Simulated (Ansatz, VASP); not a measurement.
**P: VASP beside Ansatz**

```
P
1.0
     1.68006   -5.57222    0.00000
     1.68006    5.57222    0.00000
     0.00000    0.00000    4.63275
P
4
Direct
  0.90414 0.09586 0.58882
  0.09586 0.90414 0.41118
  0.59586 0.40414 0.08882
  0.40414 0.59586 0.91118
```

Alike in both runs: task single point; functional PBE; dispersion D3(BJ); k mesh 8 × 8 × 6; occupations fermi-dirac, width 0.05 eV; no spin polarisation.

|  | VASP | Ansatz |
| --- | --- | --- |
| version | VASP 6.6.1 | Ansatz 0.2.0 |
| potentials or method | VASP PAW PBE potentials, release 64 (P) | Ansatz PAW |
| plane-wave cutoff (eV) | 520 | 420 |
| valence electrons in the cell | 20 | 20 |

```csv
,VASP,Ansatz,Ansatz less VASP
gap on the k mesh at the Fermi level (eV),0.23,0.21,-0.018
least direct gap on the mesh (eV),0.23,0.21,-0.018
pressure (GPa),-4.8,-4.5,+0.29
"traceless stress, the component that is largest in VASP (GPa)",-1.05,-1.05,-0.001
rms of the force components (eV/Å),0.127,0.106,-0.0211
```

Atom by atom the forces differ by 0.027 eV/Å (rms over components).
